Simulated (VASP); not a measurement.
# Rb (Im-3m) in VASP: a series of runs, part 2 of 2

VASP 6.6.1. Earlier steps stand in the parts before.

### 4 Single point, LDA

The input, INCAR:

```
PREC = Accurate ; ENCUT = 520
EDIFF = 1E-6 ; ISMEAR = 1
SIGMA = 0.03 ; LREAL = F
LASPH = T ; NELM = 60
ALGO = Normal ; ISIF = 2
LWAVE = F ; LCHARG = F
NBANDS = 10
```

The input, KPOINTS:

```
Automatic mesh
0
Gamma
  8 8 8
```

The input, POSCAR:

```
Rb
1.0
   -2.6859640533      2.6859640533      2.6859640533
    2.6859640533     -2.6859640533      2.6859640533
    2.6859640533      2.6859640533     -2.6859640533
Rb
1
Direct
    0.0000000000      0.0000000000      0.0000000000
```

Potentials or basis: VASP PAW LDA potentials, release 64 (Rb_sv).

Run with:

```sh
> cat potpaw_LDA.64/Rb_sv/POTCAR > POTCAR
> mpirun -np 1 vasp_std > vasp.out
```

OUTCAR:

```text
PREC = Accurate
   ENCUT = 520
   EDIFF = 1E-6
   ISMEAR = 1
   LREAL = F
   LASPH = T
   NELM = 60
   ISIF = 2

 ion  position               nearest neighbor table
   1  0.000  0.000  0.000-

  LATTYP: Found a body centered cubic cell.
 ALAT       =     5.3719281066

  Lattice vectors:

 A1 = (  -2.6859640533,   2.6859640533,   2.6859640533)
 A2 = (   2.6859640533,  -2.6859640533,   2.6859640533)
 A3 = (   2.6859640533,   2.6859640533,  -2.6859640533)

Analysis of symmetry for initial positions (statically):
=====================================================================
 Subroutine PRICEL returns:
 Original cell was already a primitive cell.

 Routine SETGRP: Setting up the symmetry group for a
 body centered cubic supercell.

 Subroutine GETGRP returns: Found 48 space group operations
 (whereof 48 operations were pure point group operations)
 out of a pool of 48 trial point group operations.

The static configuration has the point symmetry O_h .

Analysis of symmetry for dynamics (positions and initial velocities):
=====================================================================
 Subroutine PRICEL returns:
 Original cell was already a primitive cell.

 Routine SETGRP: Setting up the symmetry group for a
 body centered cubic supercell.

 Subroutine GETGRP returns: Found 48 space group operations
 (whereof 48 operations were pure point group operations)
 out of a pool of 48 trial point group operations.

The dynamic configuration has the point symmetry O_h .

 Subroutine INISYM returns: Found 48 space group operations
 (whereof 48 operations are pure point group operations),
 and found     1 'primitive' translations

----------------------------------------------------------------------------------------

                                     Primitive cell

  volume of cell :      77.5105

  direct lattice vectors                    reciprocal lattice vectors
    -2.685964053  2.685964053  2.685964053     0.000000000  0.186152901  0.186152901
     2.685964053 -2.685964053  2.685964053     0.186152901  0.000000000  0.186152901
     2.685964053  2.685964053 -2.685964053     0.186152901  0.186152901  0.000000000

  length of vectors
     4.652226208  4.652226208  4.652226208     0.263259957  0.263259957  0.263259957

  position of ions in fractional coordinates (direct lattice)
     0.000000000  0.000000000  0.000000000

  ion indices of the primitive-cell ions
   primitive index   ion index
                 1           1

----------------------------------------------------------------------------------------

 KPOINTS: Automatic mesh

Automatic generation of k-mesh.
 Grid dimensions read from file:
 generate k-points for:    8    8    8

 Generating k-lattice:

  Cartesian coordinates                     Fractional coordinates (reciprocal lattice)
     0.000000000  0.023269113  0.023269113     0.125000000  0.000000000  0.000000000
     0.023269113  0.000000000  0.023269113     0.000000000  0.125000000  0.000000000
     0.023269113  0.023269113  0.000000000     0.000000000  0.000000000  0.125000000

  Length of vectors
     0.032907495  0.032907495  0.032907495

  Shift w.r.t. Gamma in fractional coordinates (k-lattice)
     0.000000000  0.000000000  0.000000000

 Subroutine IBZKPT returns following result:
 ===========================================

 Found     29 irreducible k-points:

 Following reciprocal coordinates:
            Coordinates               Weight
  0.000000  0.000000  0.000000      1.000000
  0.125000  0.000000  0.000000     12.000000
  0.250000  0.000000  0.000000     12.000000
  0.375000  0.000000  0.000000     12.000000
  0.500000  0.000000  0.000000      6.000000
  0.125000  0.125000  0.000000     24.000000
[... 16 lines left out ...]
 -0.250000  0.250000  0.250000      6.000000
 -0.375000  0.375000  0.250000     24.000000
 [... further k-points ...]
   k-points           NKPTS =     29   k-points in BZ     NKDIM =     29   number of bands    NBANDS=     10
   number of dos      NEDOS =    301   number of ions     NIONS =      1
   total plane-waves  NPLWV =  46656
   dimension x,y,z NGX =    36 NGY =   36 NGZ =   36
   dimension x,y,z NGXF=    72 NGYF=   72 NGZF=   72
   ions per type =               1
   NGX,Y,Z   is equivalent  to a cutoff of  12.86, 12.86, 12.86 a.u.
   NGXF,Y,Z  is equivalent  to a cutoff of  25.73, 25.73, 25.73 a.u.
 SYSTEM =  unknown system
   PREC   = accura    normal or accurate (medium, high low for compatibility)
   ISTART =      0    job   : 0-new  1-cont  2-samecut
   ICHARG =      2    charge: 1-file 2-atom 10-const
   ISPIN  =      1    spin polarized calculation?
   LNONCOLLINEAR =      F non collinear calculations
   LSORBIT =      F    spin-orbit coupling
   LASPH  =      T    aspherical Exc in radial PAW
   ENCUT  =  520.0 eV  38.22 Ry    6.18 a.u.   8.65  8.65  8.65*2*pi/ulx,y,z
   NELM   =     60;   NELMIN=  2; NELMDL= -5     # of ELM steps
   EDIFF  = 0.1E-05   stopping-criterion for ELM
   LREAL  =      F    real-space projection
   EDIFFG = 0.1E-04   stopping-criterion for IOM
   NSW    =      0    number of steps for IOM
   IBRION =     -1    ionic relax: 0-MD 1-quasi-New 2-CG
   NFREE  =      0    steps in history (QN), initial steepest desc. (CG)
   ISIF   =      2    stress and relaxation
   ISYM   =      2    0-nonsym 1-usesym 2-fastsym
   POTIM  = 0.5000    time-step for ionic-motion
   TEBEG  =    0.0;   TEEND  =   0.0 temperature during run
   PSTRESS=    0.0 pullay stress
   NELECT =       9.0000    total number of electrons
   NUPDOWN=      -1.0000    fix difference up-down
   EMIN   =  10.00;   EMAX   =-10.00  energy-range for DOS
   EFERMI =   0.00;   METHOD = LEGACY
   ISMEAR =     1;   SIGMA  =   0.03  broadening in eV -4-tet -1-fermi 0-gaus
   EFERMI_NEDOS =   21; number of points for ismear=-14 and -15
   IALGO  =     38    algorithm
   IMIX   =      4    mixing-type and parameters
     AMIX     =   0.40;   BMIX     =  1.00
     AMIX_MAG =   1.60;   BMIX_MAG =  1.00
  volume/ion in A,a.u.               =      77.51       523.07
  Fermi-wavevector in a.u.,A,eV,Ry     =   0.798673  1.509272  8.678857  0.637878
  Thomas-Fermi vector in A             =   1.905629
   LORBIT       =      0    0 simple, 1 ext, 2 COOP (PROOUT), +10 PAW based schemes
   GGA     = CA    functional components
   LHFCALC =     F    Hartree Fock is set to
   AEXX    =    0.0000 exact exchange contribution
   IVDW    =     0    specifies the selected vdW correction
   LEPSILON=     F    determine dielectric tensor
   LRPA    =     F    only Hartree local field effects (RPA)
 non-spin polarized calculation
 Methfessel and Paxton  Order N= 1 SIGMA  =   0.03
  energy-cutoff  :      520.00
  volume of cell :       77.51
 maximum number of plane-waves:      2112
   NGX = 17   NGY = 17   NGZ = 17

 number of electron       9.0000000 magnetization

 Free energy of the ion-electron system (eV)
  ---------------------------------------------------
  ext. energy  EPLUGINS =         0.00000000
  ---------------------------------------------------
  free energy    TOTEN  =        -1.05138149 eV

  energy without entropy =       -1.05112765  energy(sigma->0) =       -1.05129688

 E-fermi :   0.2140     XC(G=0):  -6.1029

 val. band max:        0.1590902588   @ k =   0.2500   0.2500   0.0000
 cond. band min:       0.2284483789   @ k =   0.3750   0.1250   0.0000
 fundamental gap:      0.0693581202
 Fermi energy:         0.2139502339

 k-point     1 :       0.0000    0.0000    0.0000
  band No.  band energies     occupation
      1     -28.5529      2.00000
      2     -12.6313      2.00000
      3     -12.6313      2.00000
      4     -12.6313      2.00000
      5      -2.0410      2.00000
      6       3.8829      0.00000
      7       3.8829      0.00000
      8       3.8829      0.00000
      9       4.9832      0.00000
     10       4.9832      0.00000
[... 287 lines left out ...]
 k-point    24 :      -0.3750    0.3750    0.2500
  band No.  band energies     occupation
      1     -28.5412      2.00000
      2     -12.7581      2.00000
      3     -12.7105      2.00000
      4     -12.6942      2.00000
      5       0.3016     -0.00029
      6       1.8474      0.00000
      7       3.2579      0.00000
      8       3.2751      0.00000
      9       4.4296      0.00000
     10       5.5981      0.00000

 [... further k-points ...]

------------------------ aborting loop because EDIFF is reached ----------------------------------------

  FORCE on cell =-STRESS in cart. coord.  units (eV):
  Direction    XX          YY          ZZ          XY          YZ          ZX
  --------------------------------------------------------------------------------------
  -------------------------------------------------------------------------------------
  Total        0.0141009      0.0141009      0.0141009     -0.0000000      0.0000000     -0.0000000
  in kB        0.2914712      0.2914712      0.2914712     -0.0000000      0.0000000     -0.0000000
  external PRESSURE =       0.2914712 kB  Pullay stress =       0.0000000 kB

 VOLUME and BASIS-vectors are now :
 -----------------------------------------------------------------------------
  energy-cutoff  :      520.00
  volume of cell :       77.51
      direct lattice vectors                 reciprocal lattice vectors
    -2.685964053  2.685964053  2.685964053     0.000000000  0.186152901  0.186152901
     2.685964053 -2.685964053  2.685964053     0.186152901  0.000000000  0.186152901
     2.685964053  2.685964053 -2.685964053     0.186152901  0.186152901  0.000000000

 POSITION                                       TOTAL-FORCE (eV/Angst)
 -----------------------------------------------------------------------------------
      0.00000      0.00000      0.00000        -0.000000     -0.000000     -0.000000
 -----------------------------------------------------------------------------------
    total drift:                               -0.000000      0.000000      0.000000

  FREE ENERGIE OF THE ION-ELECTRON SYSTEM (eV)
  ---------------------------------------------------
  free  energy   TOTEN  =        -1.0513814923 eV

  energy  without entropy=       -1.0511276475  energy(sigma->0) =       -1.05129688
```

OSZICAR:

```text
N       E                     dE             d eps       ncg     rms          rms(c)
DAV:   1     0.396384885701E+02    0.39638E+02   -0.33936E+03   580   0.670E+02
DAV:   2     0.128963898134E+01   -0.38349E+02   -0.37552E+02   646   0.126E+02
DAV:   3    -0.970404509769E+00   -0.22600E+01   -0.22189E+01   780   0.300E+01
DAV:   4    -0.105114685902E+01   -0.80742E-01   -0.80742E-01   784   0.497E+00
DAV:   5    -0.105311454426E+01   -0.19677E-02   -0.19676E-02   792   0.570E-01    0.152E+00
DAV:   6    -0.105171386702E+01    0.14007E-02   -0.23429E-03   776   0.262E-01    0.926E-01
DAV:   7    -0.105136030974E+01    0.35356E-03   -0.35586E-03   760   0.309E-01    0.575E-02
DAV:   8    -0.105137754572E+01   -0.17236E-04   -0.22498E-04   690   0.106E-01    0.120E-02
DAV:   9    -0.105138136811E+01   -0.38224E-05   -0.83048E-06   788   0.191E-02    0.474E-03
DAV:  10    -0.105138149233E+01   -0.12422E-06   -0.25982E-06   662   0.866E-03
   1 F= -.10513815E+01 E0= -.10512969E+01  d E =-.253845E-03
```

stdout:

```text
POSCAR found type information on POSCAR Rb
 POSCAR found :  1 types and       1 ions
 scaLAPACK will be used
 LDA part: xc-table for (Slater(with rela. corr.)+CA(PZ))
 , standard interpolation
 POSCAR, INCAR and KPOINTS ok, starting setup
 FFT: planning ... GRIDC
 FFT: planning ... GRID_SOFT
 FFT: planning ... GRID
 WAVECAR not read
 entering main loop
```

Run time: 26 s. Hardware: 1 thread of AMD EPYC 7R13, shared host; peak memory 0.14 GiB.

What came out:

- Free energy: -1.0514 eV
- Pressure: 0.0 GPa
- Band gap on the k mesh: zero (an odd number of electrons rules out a gap without spin polarisation)

### 5 Single point, LDA

The input, INCAR:

```
PREC = Accurate ; ENCUT = 520
EDIFF = 1E-6 ; ISMEAR = 1
SIGMA = 0.1 ; LREAL = False
LASPH = True ; NELM = 100
ALGO = Normal ; ISIF = 2
LWAVE = False ; LCHARG = False
NBANDS = 10
```

The input, KPOINTS:

```
regular mesh
0
Gamma
  8 8 8
```

POSCAR is that of step 4.

Run with:

```sh
> cat potpaw_LDA.64/Rb_sv/POTCAR > POTCAR
> mpirun -np 1 vasp_std > vasp.out
```

Run time: 23 s. Hardware: 1 thread of AMD EPYC 7R13, shared host; peak memory 0.14 GiB.

The run converged. Its results:

```yaml
Free_energy: -1.0521 eV
Pressure: 0.0 GPa
Band_gap_on_the_k_mesh: zero (an odd number of electrons rules out a gap without spin polarisation)
```

Levels at points of the mesh, in eV from the Fermi level:
```
           k point  band 1  band 2  band 3  band 4  band 5  band 6  band 7  band 8  band 9
(0.00, 0.00, 0.00)  -28.75  -12.83  -12.83  -12.83   -2.24    3.68    3.68    3.68    4.79
(0.50, 0.00, 0.00)  -28.74  -13.00  -12.88  -12.83    0.12    0.94    2.51    4.46    5.44
(0.50, 0.50, 0.50)  -28.73  -12.95  -12.95  -12.95    1.12    1.12    3.65    3.65    3.65
```

### 6 Overview

| smearing | gap on the mesh (eV) | pressure (GPa) |
| --- | --- | --- |
| methfessel-paxton 1 eV | none | 0.0 |
| methfessel-paxton 0.01 eV | none | 0.0 |
| methfessel-paxton 0.03 eV | none | 0.0 |
| methfessel-paxton 0.1 eV | none | 0.0 |

Alike in all rows: task single point; level LDA; potentials or basis VASP PAW LDA potentials, release 64 (Rb_sv); no spin polarisation; cell as given; k mesh 8 × 8 × 8; cutoff (eV) 520.

Caveats: so wide a smearing shifts energies and pressures (at least some runs).

Absolute energies hang on the potentials; compare differences alone.
